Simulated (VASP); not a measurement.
## Re: single point with PBE

The system is Re.

```
CELL_PARAMETERS angstrom
1.54526 -4.90188 0.00000
1.54526 4.90188 0.00000
0.00000 0.00000 4.08957
ATOMIC_POSITIONS crystal
Re 0.09800 0.90200 0.91000
Re 0.59800 0.40200 0.59000
Re 0.90200 0.09800 0.09000
Re 0.40200 0.59800 0.41000
```

```json
{
 "Program": "VASP 6.6.1",
 "Task": "single point",
 "Functional": "PBE",
 "Potentials or basis": "VASP PAW PBE potentials, release 64 (Re)",
 "Cutoff": "520 eV",
 "k mesh": "6 × 6 × 4",
 "Occupations": "gaussian, width 0.1 eV",
 "Spin": "no spin polarisation",
 "Dipole correction": "no",
 "Further INCAR settings": "ALGO = Normal; EDIFF = 1e-07; NBANDS = 22"
}
```

| Item | Value |
| --- | --- |
| Pressure | 149.2 GPa |
| Largest force | 19.436 eV/Å |
| Band gap on the k mesh | zero (bands 14 and 15 overlap by 1.24 eV) |

Forces in eV/Å, atoms in the order of the input:
```
Re    0.000 -13.960  13.523
Re    0.000 -13.960 -13.523
Re    0.000  13.960 -13.523
Re    0.000  13.960  13.523
```

Stress tensor (GPa, compression positive):
```
172.56   0.00   0.00
  0.00 124.02   0.00
  0.00   0.00 151.10
```

Levels at points of the mesh, in eV from the Fermi level:
| k point | band 10 | band 11 | band 12 | band 13 | band 14 | band 15 | band 16 | band 17 | band 18 | band 19 |
| --- | --- | --- | --- | --- | --- | --- | --- | --- | --- | --- |
| (0.00, 0.00, 0.00) | -2.20 | -1.47 | -0.85 | 0.14 | 0.23 | 0.33 | 0.67 | 0.91 | 4.30 | 4.58 |
| (0.50, 0.00, 0.00) | -2.05 | -1.85 | -1.85 | -0.77 | -0.77 | 0.13 | 0.13 | 3.41 | 3.41 | 3.61 |
| (0.50, 0.50, 0.00) | -2.34 | -1.45 | -1.16 | -0.99 | -0.72 | -0.07 | 2.89 | 3.76 | 3.97 | 5.51 |
| (0.00, 0.00, 0.50) | -4.06 | -3.93 | -3.93 | -1.97 | -1.97 | 2.12 | 2.12 | 2.96 | 2.96 | 4.00 |
| (0.50, 0.00, 0.50) | -2.03 | -1.91 | -1.91 | -0.35 | -0.35 | 0.25 | 0.25 | 2.44 | 2.44 | 4.06 |
| (0.50, 0.50, 0.50) | -3.98 | -3.92 | -3.92 | -1.69 | -1.69 | 2.01 | 2.01 | 3.57 | 3.57 | 3.83 |

It took 31 s on 1 thread of Intel(R) Xeon(R) 6975P-C (Granite Rapids), on a shared host, peak memory 0.22 GiB.

Caveat: the k points lie up to 0.38 Å⁻¹ apart, too coarse for converged energies and pressures of a metal; atoms lie so close that the PAW spheres overlap strongly, which falsifies energies and pressures; spin-orbit coupling is left out, which moves the levels of the heavy elements; forces of over 1 eV/Å act on the atoms, so gaps and moduli don't describe the material at rest.
